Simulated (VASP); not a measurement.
# HfC (P-6m2) in VASP: a series of runs, part 2 of 3

VASP 6.6.1.

## Step 3: Single point, r2SCAN

Contents of POSCAR:

```
HfC
1.0
    3.2283481484      0.0000000000      0.0000000000
   -1.6141740742      2.7958315087      0.0000000000
    0.0000000000      0.0000000000      2.8990069144
Hf C
1 1
Direct
    0.0000000000      0.0000000000      0.0000000000
    0.6666666667      0.3333333333      0.5000000000
```

Contents of INCAR.step1:

```
PREC     = Accurate       # precision mode
ENCUT    = 520            # plane-wave cutoff, eV
ISMEAR   = -5             # smearing method
SIGMA    = 0.1            # smearing width, eV
LREAL    = False          # projectors in reciprocal space
LASPH    = True           # aspherical terms in the spheres
NELM     = 80             # most SCF steps
NBANDS   = 14             # bands
GGA      = PE             # functional
ALGO     = Normal         # electronic algorithm
EDIFF    = 1E-4           # SCF threshold, eV
LWAVE    = True           # write WAVECAR
LCHARG   = False          # write CHGCAR
```

Contents of INCAR.step2:

```
PREC     = Accurate       # precision mode
ENCUT    = 520            # plane-wave cutoff, eV
EDIFF    = 1E-7           # SCF threshold, eV
ISMEAR   = -5             # smearing method
SIGMA    = 0.1            # smearing width, eV
LREAL    = False          # projectors in reciprocal space
LASPH    = True           # aspherical terms in the spheres
NELM     = 80             # most SCF steps
ALGO     = Normal         # electronic algorithm
ISIF     = 2              # what is computed and relaxed
LWAVE    = False          # write WAVECAR
LCHARG   = False          # write CHGCAR
METAGGA  = R2SCAN         # meta-GGA
LMIXTAU  = True         
NBANDS   = 14             # bands
ISTART   = 1
```

Contents of KPOINTS:

```
regular mesh
0
Gamma
  12 12 12
```

Potentials or basis: VASP PAW PBE potentials, release 64 (Hf_pv, C).

Launch:

```
> cat potpaw_PBE.64/Hf_pv/POTCAR potpaw_PBE.64/C/POTCAR > POTCAR
> cp INCAR.step1 INCAR
> mpirun -np 1 vasp_std > vasp.out
> cp INCAR.step2 INCAR
> mpirun -np 1 vasp_std > vasp.out
```

OUTCAR:

```text
PREC = Accurate
   ENCUT = 520
   EDIFF = 1E-7
   ISMEAR = -5
   LREAL = False
   LASPH = True
   NELM = 80
   ISIF = 2
   METAGGA = R2SCAN
   ISTART = 1

 ion  position               nearest neighbor table
   1  0.000  0.000  0.000-   2 2.36   2 2.36   2 2.36   2 2.36   2 2.36   2 2.36
   2  0.667  0.333  0.500-   1 2.36   1 2.36   1 2.36   1 2.36   1 2.36   1 2.36

  LATTYP: Found a hexagonal cell.
 ALAT       =     3.2283481484
 C/A-ratio  =     0.8979845980

  Lattice vectors:

 A1 = (   3.2283481484,   0.0000000000,   0.0000000000)
 A2 = (  -1.6141740742,   2.7958315087,   0.0000000000)
 A3 = (   0.0000000000,   0.0000000000,   2.8990069144)

Analysis of symmetry for initial positions (statically):
=====================================================================
 Subroutine PRICEL returns:
 Original cell was already a primitive cell.

 Routine SETGRP: Setting up the symmetry group for a
 hexagonal supercell.

 Subroutine GETGRP returns: Found 12 space group operations
 (whereof 12 operations were pure point group operations)
 out of a pool of 24 trial point group operations.

The static configuration has the point symmetry D_3h.

Analysis of symmetry for dynamics (positions and initial velocities):
=====================================================================
 Subroutine PRICEL returns:
 Original cell was already a primitive cell.

 Routine SETGRP: Setting up the symmetry group for a
 hexagonal supercell.

 Subroutine GETGRP returns: Found 12 space group operations
 (whereof 12 operations were pure point group operations)
 out of a pool of 24 trial point group operations.

The dynamic configuration has the point symmetry D_3h.

 Subroutine INISYM returns: Found 12 space group operations
 (whereof 12 operations are pure point group operations),
 and found     1 'primitive' translations

----------------------------------------------------------------------------------------

                                     Primitive cell

  volume of cell :      26.1662

  direct lattice vectors                    reciprocal lattice vectors
     3.228348148  0.000000000  0.000000000     0.309755935  0.178837673  0.000000000
    -1.614174074  2.795831509  0.000000000     0.000000000  0.357675345  0.000000000
     0.000000000  0.000000000  2.899006914     0.000000000  0.000000000  0.344945711

  length of vectors
     3.228348148  3.228348148  2.899006914     0.357675345  0.357675345  0.344945711

  position of ions in fractional coordinates (direct lattice)
     0.000000000  0.000000000  0.000000000
     0.666666667  0.333333333  0.500000000

  ion indices of the primitive-cell ions
   primitive index   ion index
                 1           1
                 2           2

----------------------------------------------------------------------------------------

 KPOINTS: regular mesh

Automatic generation of k-mesh.
 Grid dimensions read from file:
 generate k-points for:   12   12   12

 Generating k-lattice:

  Cartesian coordinates                     Fractional coordinates (reciprocal lattice)
     0.025812995  0.014903139  0.000000000     0.083333333  0.000000000  0.000000000
     0.000000000  0.029806279  0.000000000     0.000000000  0.083333333  0.000000000
[... 44 lines left out ...]
   total plane-waves  NPLWV =  13824
   dimension x,y,z NGX =    24 NGY =   24 NGZ =   24
   dimension x,y,z NGXF=    48 NGYF=   48 NGZF=   48
   ions per type =               1   1
   NGX,Y,Z   is equivalent  to a cutoff of  12.36, 12.36, 13.76 a.u.
   NGXF,Y,Z  is equivalent  to a cutoff of  24.72, 24.72, 27.53 a.u.
 SYSTEM =  unknown system
   PREC   = accura    normal or accurate (medium, high low for compatibility)
   ISTART =      1    job   : 0-new  1-cont  2-samecut
   ICHARG =      0    charge: 1-file 2-atom 10-const
   ISPIN  =      1    spin polarized calculation?
   LNONCOLLINEAR =      F non collinear calculations
   LSORBIT =      F    spin-orbit coupling
   LASPH  =      T    aspherical Exc in radial PAW
   ENCUT  =  520.0 eV  38.22 Ry    6.18 a.u.   6.00  6.00  5.39*2*pi/ulx,y,z
   NELM   =     80;   NELMIN=  2; NELMDL=  0     # of ELM steps
   EDIFF  = 0.1E-06   stopping-criterion for ELM
   LREAL  =      F    real-space projection
   EDIFFG = 0.1E-05   stopping-criterion for IOM
   NSW    =      0    number of steps for IOM
   IBRION =     -1    ionic relax: 0-MD 1-quasi-New 2-CG
   NFREE  =      0    steps in history (QN), initial steepest desc. (CG)
   ISIF   =      2    stress and relaxation
   ISYM   =      2    0-nonsym 1-usesym 2-fastsym
   POTIM  = 0.5000    time-step for ionic-motion
   TEBEG  =    0.0;   TEEND  =   0.0 temperature during run
   PSTRESS=    0.0 pullay stress
   NELECT =      14.0000    total number of electrons
   NUPDOWN=      -1.0000    fix difference up-down
   EMIN   =  10.00;   EMAX   =-10.00  energy-range for DOS
   EFERMI =   0.00;   METHOD = LEGACY
   ISMEAR =    -5;   SIGMA  =   0.10  broadening in eV -4-tet -1-fermi 0-gaus
   EFERMI_NEDOS =   21; number of points for ismear=-14 and -15
   IALGO  =     38    algorithm
   IMIX   =      4    mixing-type and parameters
     AMIX     =   0.40;   BMIX     =  1.00
     AMIX_MAG =   1.60;   BMIX_MAG =  1.00
  volume/ion in A,a.u.               =      13.08        88.29
  Fermi-wavevector in a.u.,A,eV,Ry     =   1.329038  2.511517 24.032532  1.766341
  Thomas-Fermi vector in A             =   2.458230
   LORBIT       =      0    0 simple, 1 ext, 2 COOP (PROOUT), +10 PAW based schemes
   METAGGA = R2SCAN    functional components
   LHFCALC =     F    Hartree Fock is set to
   AEXX    =    0.0000 exact exchange contribution
   IVDW    =     0    specifies the selected vdW correction
   LEPSILON=     F    determine dielectric tensor
   LRPA    =     F    only Hartree local field effects (RPA)
 non-spin polarized calculation
 Fermi weights with tetrahedron method with Bloechl corrections
  energy-cutoff  :      520.00
  volume of cell :       26.17
 maximum number of plane-waves:       726
   NGX = 13   NGY = 13   NGZ = 11

 number of electron      14.0000001 magnetization

 Free energy of the ion-electron system (eV)
  ---------------------------------------------------
  ext. energy  EPLUGINS =         0.00000000
  ---------------------------------------------------
  free energy    TOTEN  =       -55.71921625 eV

  energy without entropy =      -55.71921625  energy(sigma->0) =      -55.71921625

 E-fermi :   5.4893     XC(G=0): -12.7906

 val. band max:        5.5374443510   @ k =   0.1667   0.1667   0.0000
 cond. band min:       5.4397343883   @ k =   0.3333  -0.0000   0.0000
 fundamental gap:     -0.0977099627
 Fermi energy:         5.4893461608

 k-point     1 :       0.0000    0.0000    0.0000
  band No.  band energies     occupation
      1     -25.4550      2.00000
      2     -25.4550      2.00000
      3     -25.0321      2.00000
      4      -7.1394      2.00000
      5       3.8232      2.00000
      6       3.8232      2.00000
      7       4.4933      2.00000
      8       7.2878      0.00000
      9      10.9886      0.00000
     10      12.0280      0.00000
     11      12.0280      0.00000
     12      12.7098      0.00000
     13      12.7098      0.00000
     14      18.1161      0.00000
[... 377 lines left out ...]
      1     -25.9077      2.00000
      2     -25.5523      2.00000
      3     -25.0467      2.00000
      4      -5.2749      2.00000
      5       1.1908      2.00000
      6       4.7576      2.00000
      7       5.1016      2.00000
      8       5.6858     -0.00036
      9      10.8420      0.00000
     10      11.0998      0.00000
     11      12.8595      0.00000
     12      13.4391      0.00000
     13      15.8128      0.00000
     14      18.1179      0.00000

 [... further k-points ...]

------------------------ aborting loop because EDIFF is reached ----------------------------------------

  FORCE on cell =-STRESS in cart. coord.  units (eV):
  Direction    XX          YY          ZZ          XY          YZ          ZX
  --------------------------------------------------------------------------------------
  -------------------------------------------------------------------------------------
  Total       -0.1032254     -0.1032254     -0.3583855      0.0000000      0.0000000      0.0000000
  in kB       -6.3205738     -6.3205738    -21.9442357      0.0000000      0.0000000      0.0000000
  external PRESSURE =     -11.5284611 kB  Pullay stress =       0.0000000 kB

 VOLUME and BASIS-vectors are now :
 -----------------------------------------------------------------------------
  energy-cutoff  :      520.00
  volume of cell :       26.17
      direct lattice vectors                 reciprocal lattice vectors
     3.228348148  0.000000000  0.000000000     0.309755935  0.178837673  0.000000000
    -1.614174074  2.795831509  0.000000000     0.000000000  0.357675345  0.000000000
     0.000000000  0.000000000  2.899006914     0.000000000  0.000000000  0.344945711

 POSITION                                       TOTAL-FORCE (eV/Angst)
 -----------------------------------------------------------------------------------
      0.00000      0.00000      0.00000        -0.000000      0.000000      0.000000
      1.61417      0.93194      1.44950         0.000000      0.000000      0.000000
 -----------------------------------------------------------------------------------
    total drift:                               -0.000000      0.000000      0.000000

  FREE ENERGIE OF THE ION-ELECTRON SYSTEM (eV)
  ---------------------------------------------------
  free  energy   TOTEN  =       -55.7192162548 eV

  energy  without entropy=      -55.7192162548  energy(sigma->0) =      -55.71921625
```

Run time: 3 min. Hardware: 1 thread of Intel Xeon 8259CL, shared host; peak memory 0.19 GiB.

What came out:

```yaml
Free_energy: -55.7192 eV
Pressure: -1.2 GPa
Band_gap_on_the_k_mesh: zero (bands 7 and 8 overlap by 0.10 eV)
```

Stress tensor (GPa, compression positive):
```
-0.63  0.00  0.00
 0.00 -0.63  0.00
 0.00  0.00 -2.19
```

Caveat: the PAW data sets were made with another functional, which shifts forces and pressure a little; spin-orbit coupling is left out, which moves the levels of the heavy elements; tetrahedron occupations give inexact forces and stress in metals.

[end of part 2 of 3]

The gap in the log of VASP goes by the Fermi energy; the results here count the filled bands.